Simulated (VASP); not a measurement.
# V (Fm-3m) in VASP: a series of runs

V is run at these levels: RPBE; tasks: single point.

All numbers are computed with VASP 6.6.1; they aren't measurements. Logs are shortened: lines on timing, memory, paths and dates and some standing lists are left out, and cuts for length are marked.

## (1) The cell of the first run

It takes space group Fm-3m (No. 225, cubic). Conventional cell: a = 3.689 Å, b = 3.689 Å, c = 3.689 Å, α = 90.00°, β = 90.00°, γ = 90.00°. V (site symmetry m-3m) has 12 V at 2.61 Å within 3.4 Å.

## (2) Single point, RPBE (volume scaled by 0.88)

The input, INCAR:

```
SYSTEM = V
  PREC = Accurate
  ENCUT = 520
  EDIFF = 1E-6
  ISMEAR = -1
  SIGMA = 0.1
  LREAL = .False.
  LASPH = .True.
  NELM = 80
  ALGO = Normal
  ISIF = 2
  LWAVE = .False.
  LCHARG = .False.
  GGA = RP
  NBANDS = 12
```

The input, KPOINTS:

```
regular mesh
0
Gamma
  23 23 23
  0 0 0
```

The input, POSCAR:

```
V
1.0
    0.0000000000      1.8443655526      1.8443655526
    1.8443655526      0.0000000000      1.8443655526
    1.8443655526      1.8443655526      0.0000000000
V
1
Direct
    0.0000000000      0.0000000000      0.0000000000
```

Potentials or basis: VASP PAW PBE potentials, release 64 (V_sv).

Started as:

```bash
$ cat potpaw_PBE.64/V_sv/POTCAR > POTCAR
$ mpirun -np 1 vasp_std > vasp.out
```

OUTCAR:

```text
SYSTEM = V
   PREC = Accurate
   ENCUT = 520
   EDIFF = 1E-6
   ISMEAR = -1
   LREAL = .False.
   LASPH = .True.
   NELM = 80
   ISIF = 2
   GGA = RP

 ion  position               nearest neighbor table
   1  0.000  0.000  0.000-

  LATTYP: Found a face centered cubic cell.
 ALAT       =     3.6887311052

  Lattice vectors:

 A1 = (   0.0000000000,   1.8443655526,   1.8443655526)
 A2 = (   1.8443655526,   0.0000000000,   1.8443655526)
 A3 = (   1.8443655526,   1.8443655526,   0.0000000000)

Analysis of symmetry for initial positions (statically):
=====================================================================
 Subroutine PRICEL returns:
 Original cell was already a primitive cell.

 Routine SETGRP: Setting up the symmetry group for a
 face centered cubic supercell.

 Subroutine GETGRP returns: Found 48 space group operations
 (whereof 48 operations were pure point group operations)
 out of a pool of 48 trial point group operations.

The static configuration has the point symmetry O_h .

Analysis of symmetry for dynamics (positions and initial velocities):
=====================================================================
 Subroutine PRICEL returns:
 Original cell was already a primitive cell.

 Routine SETGRP: Setting up the symmetry group for a
 face centered cubic supercell.

 Subroutine GETGRP returns: Found 48 space group operations
 (whereof 48 operations were pure point group operations)
 out of a pool of 48 trial point group operations.

The dynamic configuration has the point symmetry O_h .

 Subroutine INISYM returns: Found 48 space group operations
 (whereof 48 operations are pure point group operations),
 and found     1 'primitive' translations

----------------------------------------------------------------------------------------

                                     Primitive cell

  volume of cell :      12.5479

  direct lattice vectors                    reciprocal lattice vectors
     0.000000000  1.844365553  1.844365553    -0.271095933  0.271095933  0.271095933
     1.844365553  0.000000000  1.844365553     0.271095933 -0.271095933  0.271095933
     1.844365553  1.844365553  0.000000000     0.271095933  0.271095933 -0.271095933

  length of vectors
     2.608326778  2.608326778  2.608326778     0.469551929  0.469551929  0.469551929

  position of ions in fractional coordinates (direct lattice)
     0.000000000  0.000000000  0.000000000

  ion indices of the primitive-cell ions
   primitive index   ion index
                 1           1

----------------------------------------------------------------------------------------

 KPOINTS: regular mesh

Automatic generation of k-mesh.
 Grid dimensions read from file:
 generate k-points for:   23   23   23

 Generating k-lattice:

  Cartesian coordinates                     Fractional coordinates (reciprocal lattice)
    -0.011786780  0.011786780  0.011786780     0.043478261  0.000000000  0.000000000
     0.011786780 -0.011786780  0.011786780     0.000000000  0.043478261  0.000000000
     0.011786780  0.011786780 -0.011786780     0.000000000  0.000000000  0.043478261

  Length of vectors
     0.020415301  0.020415301  0.020415301

  Shift w.r.t. Gamma in fractional coordinates (k-lattice)
     0.000000000  0.000000000  0.000000000

 Subroutine IBZKPT returns following result:
 ===========================================

 Found    364 irreducible k-points:

 Following reciprocal coordinates:
            Coordinates               Weight
  0.000000  0.000000  0.000000      1.000000
  0.043478  0.000000  0.000000      8.000000
  0.086957  0.000000  0.000000      8.000000
  0.130435  0.000000  0.000000      8.000000
  0.173913  0.000000  0.000000      8.000000
  0.217391  0.000000  0.000000      8.000000
[... 16 lines left out ...]
  0.478261  0.043478  0.000000     24.000000
 -0.478261  0.043478  0.000000     24.000000
 [... further k-points ...]
   k-points           NKPTS =    364   k-points in BZ     NKDIM =    364   number of bands    NBANDS=     12
   number of dos      NEDOS =    301   number of ions     NIONS =      1
   total plane-waves  NPLWV =   8000
   dimension x,y,z NGX =    20 NGY =   20 NGZ =   20
   dimension x,y,z NGXF=    40 NGYF=   40 NGZF=   40
   ions per type =               1
   NGX,Y,Z   is equivalent  to a cutoff of  12.75, 12.75, 12.75 a.u.
   NGXF,Y,Z  is equivalent  to a cutoff of  25.49, 25.49, 25.49 a.u.
 SYSTEM =  V
   PREC   = accura    normal or accurate (medium, high low for compatibility)
   ISTART =      0    job   : 0-new  1-cont  2-samecut
   ICHARG =      2    charge: 1-file 2-atom 10-const
   ISPIN  =      1    spin polarized calculation?
   LNONCOLLINEAR =      F non collinear calculations
   LSORBIT =      F    spin-orbit coupling
   LASPH  =      T    aspherical Exc in radial PAW
   ENCUT  =  520.0 eV  38.22 Ry    6.18 a.u.   4.85  4.85  4.85*2*pi/ulx,y,z
   NELM   =     80;   NELMIN=  2; NELMDL= -5     # of ELM steps
   EDIFF  = 0.1E-05   stopping-criterion for ELM
   LREAL  =      F    real-space projection
   EDIFFG = 0.1E-04   stopping-criterion for IOM
   NSW    =      0    number of steps for IOM
   IBRION =     -1    ionic relax: 0-MD 1-quasi-New 2-CG
   NFREE  =      0    steps in history (QN), initial steepest desc. (CG)
   ISIF   =      2    stress and relaxation
   ISYM   =      2    0-nonsym 1-usesym 2-fastsym
   POTIM  = 0.5000    time-step for ionic-motion
   TEBEG  =    0.0;   TEEND  =   0.0 temperature during run
   PSTRESS=    0.0 pullay stress
   NELECT =      13.0000    total number of electrons
   NUPDOWN=      -1.0000    fix difference up-down
   EMIN   =  10.00;   EMAX   =-10.00  energy-range for DOS
   EFERMI =   0.00;   METHOD = LEGACY
   ISMEAR =    -1;   SIGMA  =   0.10  broadening in eV -4-tet -1-fermi 0-gaus
   EFERMI_NEDOS =   21; number of points for ismear=-14 and -15
   IALGO  =     38    algorithm
   IMIX   =      4    mixing-type and parameters
     AMIX     =   0.40;   BMIX     =  1.00
     AMIX_MAG =   1.60;   BMIX_MAG =  1.00
  volume/ion in A,a.u.               =      12.55        84.68
  Fermi-wavevector in a.u.,A,eV,Ry     =   1.656529  3.130385 37.335572  2.744087
  Thomas-Fermi vector in A             =   2.744438
   LORBIT       =      0    0 simple, 1 ext, 2 COOP (PROOUT), +10 PAW based schemes
   GGA     = RP    functional components
   LHFCALC =     F    Hartree Fock is set to
   AEXX    =    0.0000 exact exchange contribution
   IVDW    =     0    specifies the selected vdW correction
   LEPSILON=     F    determine dielectric tensor
   LRPA    =     F    only Hartree local field effects (RPA)
 non-spin polarized calculation
  energy-cutoff  :      520.00
  volume of cell :       12.55
 maximum number of plane-waves:       346
   NGX =  9   NGY =  9   NGZ =  9

 number of electron      12.9999992 magnetization

 Free energy of the ion-electron system (eV)
  ---------------------------------------------------
  ext. energy  EPLUGINS =         0.00000000
  ---------------------------------------------------
  free energy    TOTEN  =        -8.17571453 eV

  energy without entropy =       -8.12314755  energy(sigma->0) =       -8.14943104

 E-fermi :  11.0940     XC(G=0): -13.1780

 val. band max:       11.0722547593   @ k =   0.3913   0.2174   0.0000
 cond. band min:      11.0962196276   @ k =  -0.3913   0.0435   0.0000
 fundamental gap:      0.0239648683
 Fermi energy:        11.0940359599

 k-point     1 :       0.0000    0.0000    0.0000
  band No.  band energies     occupation
      1     -53.0396      2.00000
      2     -26.1539      2.00000
      3     -26.1539      2.00000
      4     -26.1539      2.00000
      5       3.9962      2.00000
      6      11.2390      0.38022
      7      11.2390      0.38022
      8      11.2390      0.38021
      9      13.2557      0.00000
     10      13.2557      0.00000
     11      29.2836      0.00000
     12      35.0596      0.00000

 k-point     2 :       0.0435    0.0000    0.0000
  band No.  band energies     occupation
      1     -53.0352      2.00000
      2     -26.1755      2.00000
      3     -26.1565      2.00000
      4     -26.1565      2.00000
      5       4.0737      2.00000
      6      11.1943      0.53701
      7      11.2675      0.29989
      8      11.2675      0.29989
      9      13.2374      0.00000
     10      13.2374      0.00000
     11      29.3521      0.00000
     12      34.3938      0.00000

 k-point     3 :       0.0870    0.0000    0.0000
  band No.  band energies     occupation
      1     -53.0223      2.00000
      2     -26.2385      2.00000
      3     -26.1641      2.00000
      4     -26.1641      2.00000
      5       4.3023      2.00000
      6      11.0688      1.12538
      7      11.3466      0.14820
      8      11.3466      0.14820
      9      13.1904      0.00000
     10      13.1904      0.00000
     11      29.5204      0.00000
     12      33.0459      0.00000

 k-point     4 :       0.1304    0.0000    0.0000
  band No.  band energies     occupation
      1     -53.0019      2.00000
      2     -26.3377      2.00000
      3     -26.1762      2.00000
      4     -26.1762      2.00000
      5       4.6687      2.00000
      6      10.8872      1.77558
      7      11.4541      0.05317
      8      11.4541      0.05317
      9      13.1408      0.00000
     10      13.1408      0.00000
     11      29.6384      0.00000
     12      31.6488      0.00000

 k-point     5 :       0.1739    0.0000    0.0000
  band No.  band energies     occupation
      1     -52.9752      2.00000
      2     -26.4649      2.00000
      3     -26.1918      2.00000
      4     -26.1918      2.00000
      5       5.1493      2.00000
      6      10.6867      1.96652
      7      11.5499      0.02074
      8      11.5499      0.02074
      9      13.1334      0.00000
     10      13.1334      0.00000
     11      29.2134      0.00000
     12      30.7301      0.00000

 k-point     6 :       0.2174    0.0000    0.0000
  band No.  band energies     occupation
      1     -52.9444      2.00000
      2     -26.6099      2.00000
      3     -26.2098      2.00000
      4     -26.2098      2.00000
      5       5.7051      2.00000
      6      10.5162      1.99383
      7      11.5862      0.01447
      8      11.5862      0.01447
      9      13.2182      0.00000
     10      13.2182      0.00000
     11      28.0117      0.00000
     12      30.4385      0.00000

 k-point     7 :       0.2609    0.0000    0.0000
  band No.  band energies     occupation
      1     -52.9116      2.00000
      2     -26.7616      2.00000
      3     -26.2287      2.00000
      4     -26.2287      2.00000
      5       6.2759      2.00000
      6      10.4375      1.99719
      7      11.5440      0.02198
      8      11.5440      0.02198
      9      13.4120      0.00000
     10      13.4120      0.00000
     11      26.6268      0.00000
     12      30.1424      0.00000

 k-point     8 :       0.3043    0.0000    0.0000
  band No.  band energies     occupation
      1     -52.8791      2.00000
      2     -26.9088      2.00000
      3     -26.2473      2.00000
      4     -26.2473      2.00000
      5       6.7778      2.00000
      6      10.5234      1.99337
      7      11.4469      0.05703
      8      11.4469      0.05703
      9      13.6830      0.00000
     10      13.6830      0.00000
     11      25.2514      0.00000
     12      29.7250      0.00000
[... 166 lines left out ...]
 k-point    20 :       0.3478    0.0435    0.0000
  band No.  band energies     occupation
      1     -52.8565      2.00000
      2     -26.9963      2.00000
      3     -26.2742      2.00000
      4     -26.2601      2.00000
      5       7.0907      2.00000
      6      10.6162      1.98333
      7      11.3114      0.20425
      8      11.4285      0.06811
      9      13.7993      0.00000
     10      14.0549      0.00000
     11      24.3965      0.00000
     12      29.4313      0.00000

 k-point    21 :       0.3913    0.0435    0.0000
  band No.  band energies     occupation
      1     -52.8304      2.00000
      2     -27.1112      2.00000
      3     -26.2868      2.00000
      4     -26.2779      2.00000
      5       7.3338      2.00000
      6      10.9749      1.53390
      7      11.2352      0.39185
      8      11.3179      0.19273
      9      14.1526      0.00000
     10      14.3061      0.00000
     11      23.1696      0.00000
     12      29.0081      0.00000

 k-point    22 :       0.4348    0.0435    0.0000
  band No.  band energies     occupation
      1     -52.8106      2.00000
      2     -27.1971      2.00000
      3     -26.2950      2.00000
      4     -26.2924      2.00000
      5       7.4441      2.00000
      6      11.0487      1.22283
      7      11.2254      0.42379
      8      11.5475      0.02123
      9      14.4699      0.00000
     10      14.4947      0.00000
     11      22.1506      0.00000
     12      28.6761      0.00000

 k-point    23 :       0.4783    0.0435    0.0000
  band No.  band energies     occupation
      1     -52.7987      2.00000
      2     -27.2482      2.00000
      3     -26.3029      2.00000
      4     -26.2982      2.00000
      5       7.4827      2.00000
      6      11.0086      1.40295
      7      11.1648      0.66044
      8      11.9084      0.00058
      9      14.5883      0.00000
     10      14.7050      0.00000
     11      21.4769      0.00000
     12      28.4742      0.00000

 k-point    24 :      -0.4783    0.0435    0.0000
  band No.  band energies     occupation
      1     -52.7957      2.00000
      2     -27.2611      2.00000
      3     -26.3084      2.00000
      4     -26.2962      2.00000
      5       7.4899      2.00000
      6      11.0030      1.42630
      7      11.1438      0.75641
      8      12.0157      0.00020
      9      14.5687      0.00000
     10      14.8093      0.00000
     11      21.2948      0.00000
     12      28.4208      0.00000

 [... further k-points ...]
[... 5 lines left out ...]
  --------------------------------------------------------------------------------------
  -------------------------------------------------------------------------------------
  Total        2.1380945      2.1380945      2.1380945      0.0000000     -0.0000000      0.0000000
  in kB      273.0024046    273.0024046    273.0024046      0.0000000     -0.0000000      0.0000000
  external PRESSURE =     273.0024046 kB  Pullay stress =       0.0000000 kB

 VOLUME and BASIS-vectors are now :
 -----------------------------------------------------------------------------
  energy-cutoff  :      520.00
  volume of cell :       12.55
      direct lattice vectors                 reciprocal lattice vectors
     0.000000000  1.844365553  1.844365553    -0.271095933  0.271095933  0.271095933
     1.844365553  0.000000000  1.844365553     0.271095933 -0.271095933  0.271095933
     1.844365553  1.844365553  0.000000000     0.271095933  0.271095933 -0.271095933

 POSITION                                       TOTAL-FORCE (eV/Angst)
 -----------------------------------------------------------------------------------
      0.00000      0.00000      0.00000         0.000000      0.000000      0.000000
 -----------------------------------------------------------------------------------
    total drift:                                0.000000     -0.000000      0.000000

  FREE ENERGIE OF THE ION-ELECTRON SYSTEM (eV)
  ---------------------------------------------------
  free  energy   TOTEN  =        -8.1757145298 eV

  energy  without entropy=       -8.1231475529  energy(sigma->0) =       -8.14943104
```

Run time: 36 s. Hardware: 1 thread of Intel Xeon Platinum 8488C (Sapphire Rapids), shared host; peak memory 0.16 GiB.

Results:

```yaml
Free_energy: -8.1757 eV
Pressure: 27.3 GPa
```

Levels at points of the mesh, in eV from the Fermi level:
```
           k point  band 4  band 5  band 6  band 7  band 8  band 9
(0.00, 0.00, 0.00)  -37.25   -7.10    0.14    0.14    0.14    2.16
```

Caveat: the PAW data sets were made with another functional, which shifts forces and pressure a little.

## (3) Single point, RPBE (volume scaled by 0.92)

The input, INCAR:

```
PREC = Accurate
ENCUT = 520
EDIFF = 1E-6
ISMEAR = -1
SIGMA = 0.1
LREAL = False
LASPH = True
NELM = 60
ALGO = Normal
ISIF = 2
LWAVE = False
LCHARG = True
GGA = RP
LELF = True
LVHAR = True
NBANDS = 12
```

The input, KPOINTS:

```
Automatic mesh
0
Gamma
  23 23 23
```

The input, POSCAR:

```
V
1.0
    0.0000000000      1.8718974557      1.8718974557
    1.8718974557      0.0000000000      1.8718974557
    1.8718974557      1.8718974557      0.0000000000
V
1
Direct
    0.0000000000      0.0000000000      0.0000000000
```

Potentials or basis: VASP PAW PBE potentials, release 64 (V_sv).

Started as:

```bash
$ cat potpaw_PBE.64/V_sv/POTCAR > POTCAR
$ mpirun -np 1 vasp_std > vasp.out
```

It took 33 s on 1 thread of Intel Xeon Platinum 8488C (Sapphire Rapids), shared host; peak memory 0.17 GiB.

Results (log left out):

```yaml
Free_energy: -8.2532 eV
Pressure: 16.5 GPa
```

Levels at points of the mesh, in eV from the Fermi level:
| k point | band 3 | band 4 | band 5 | band 6 | band 7 | band 8 | band 9 | band 10 |
| --- | --- | --- | --- | --- | --- | --- | --- | --- |
| (0.00, 0.00, 0.00) | -37.36 | -37.36 | -6.99 | 0.16 | 0.16 | 0.16 | 2.05 | 2.05 |

Caveat: the PAW data sets were made with another functional, which shifts forces and pressure a little.

## (4) Single point, RPBE (volume scaled by 0.96)

The input, INCAR:

```
ALGO = Normal
EDIFF = 1E-6
ENCUT = 520
GGA = RP
ISIF = 2
ISMEAR = -1
LASPH = T
LCHARG = F
LREAL = F
LWAVE = F
NBANDS = 12
NELM = 80
PREC = Accurate
SIGMA = 0.1
```

The input, KPOINTS:

```
k-points
0
Gamma
  23 23 23
```

The input, POSCAR:

```
V
1.0
    0.0000000000      1.8986424613      1.8986424613
    1.8986424613      0.0000000000      1.8986424613
    1.8986424613      1.8986424613      0.0000000000
V
1
Direct
    0.0000000000      0.0000000000      0.0000000000
```

Started as:

```bash
$ cat potpaw_PBE.64/V_sv/POTCAR > POTCAR
$ mpirun -np 1 vasp_std > vasp.out
```

Run time: 34 s. Hardware: 1 thread of Intel Xeon Platinum 8488C (Sapphire Rapids), shared host; peak memory 0.16 GiB.

It converged, with:

```yaml
Free_energy: -8.2957 eV
Pressure: 7.5 GPa
```

Levels at points of the mesh, in eV from the Fermi level:
```tsv
k point	band 3	band 4	band 5	band 6	band 7	band 8	band 9	band 10
(0.00, 0.00, 0.00)	-37.47	-37.47	-6.88	0.17	0.17	0.17	1.95	1.95
```

Caveat: the PAW data sets were made with another functional, which shifts forces and pressure a little.

## (5) Overview

| cell | gap on the mesh (eV) | pressure (GPa) |
| --- | --- | --- |
| a = 2.608 Å, angles 60.0°, 1 atom | none | 27.3 |
| a = 2.647 Å, angles 60.0°, 1 atom | none | 16.5 |
| a = 2.685 Å, angles 60.0°, 1 atom | none | 7.5 |

Alike in all rows: task single point; level RPBE; potentials or basis VASP PAW PBE potentials, release 64 (V_sv); no spin polarisation; k mesh 23 × 23 × 23; cutoff (eV) 520; smearing fermi-dirac 0.1 eV.

Caveats: the PAW data sets were made with another functional, which shifts forces and pressure a little.

Absolute energies hang on the potentials; compare differences alone.
